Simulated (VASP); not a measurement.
Wanted: the native input for a VASP 6.6.1 run.

| Property | Result |
| --- | --- |
| Task | single point |
| Functional | LDA |
| Potentials or basis | VASP PAW LDA potentials, release 64 (Sr_sv) |
| Cutoff | 520 eV |
| k mesh | 10 × 10 × 10 |
| Occupations | fermi-dirac, width 0.05 eV |
| Spin | no spin polarisation |
| Dipole correction | no |
| Further INCAR settings | ALGO = Normal; EDIFF = 1e-06; NBANDS = 11 |

The structure of Sr lies in POSCAR:

```
Sr
1.0
    3.6446233508      0.0000000000      0.0000000000
    0.0000000000      3.6446233508      0.0000000000
    0.0000000000      0.0000000000      3.6446233508
Sr
1
Direct
    0.0000000000      0.0000000000      0.0000000000
```

This isn't the form of Sr at room conditions, which is fcc.

These files were run (other wordings do the same):

INCAR

```
PREC = Accurate ; ENCUT = 520
EDIFF = 1E-6 ; ISMEAR = -1
SIGMA = 0.05 ; LREAL = F
LASPH = T ; NELM = 60
ALGO = Normal ; ISIF = 2
LWAVE = F ; LCHARG = F
GGA = CA ; NBANDS = 11
```

KPOINTS

```
Automatic mesh
0
Gamma
  10 10 10
```

Potentials or basis: VASP PAW LDA potentials, release 64 (Sr_sv).

Run with:

```bash
$ cat potpaw_LDA.64/Sr_sv/POTCAR > POTCAR
$ mpirun -np 1 vasp_std > vasp.out
```

Results of the run:

```json
{
  "Pressure": "0.0 GPa",
  "Band gap on the k mesh": "zero (bands 5 and 6 overlap by 0.57 eV)"
}
```

Run time: 23 s on 1 thread of AMD EPYC 7R13 (shared host), peak memory 0.13 GiB.
